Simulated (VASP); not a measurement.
## Fe: single point with PBE

Fe:

```xyz
1
Lattice="-1.4163 1.4163 1.4163 1.4163 -1.4163 1.4163 1.4163 1.4163 -1.4163" Properties=species:S:1:pos:R:3 pbc="T T T"
Fe    0.0000    0.0000    0.0000
```

| Quantity | Value |
| --- | --- |
| Program | VASP 6.6.1 |
| Task | single point |
| Functional | PBE |
| Potentials or basis | VASP PAW PBE potentials, release 64 (Fe) |
| Cutoff | 520 eV |
| k mesh | 15 × 15 × 15 |
| Occupations | gaussian, width 0.1 eV |
| Spin | collinear spin, ferromagnetic start |
| Starting moments | [2.208] μB |

The pressure is 0.0 GPa. The net moment is 2.19 μB per cell, the site moments are Fe +2.19 μB and the valence electrons inside the program's atomic spheres are Fe 7.27.

Levels at points of the mesh, in eV from the Fermi level:
Spin up:
| k point | band 2 | band 3 | band 4 | band 5 | band 6 | band 7 | band 8 | band 9 |
| --- | --- | --- | --- | --- | --- | --- | --- | --- |
| (0.00, 0.00, 0.00) | -2.32 | -2.32 | -2.32 | -1.11 | -1.11 | 25.02 | 25.02 | 25.02 |
Spin down:
| k point | band 1 | band 2 | band 3 | band 4 | band 5 | band 6 | band 7 | band 8 |
| --- | --- | --- | --- | --- | --- | --- | --- | --- |
| (0.00, 0.00, 0.00) | -8.28 | -0.40 | -0.40 | -0.40 | 1.65 | 1.65 | 24.75 | 24.75 |

Wall time 57 s on 1 thread of AMD EPYC 7R13, on a shared host, peak memory 0.11 GiB.
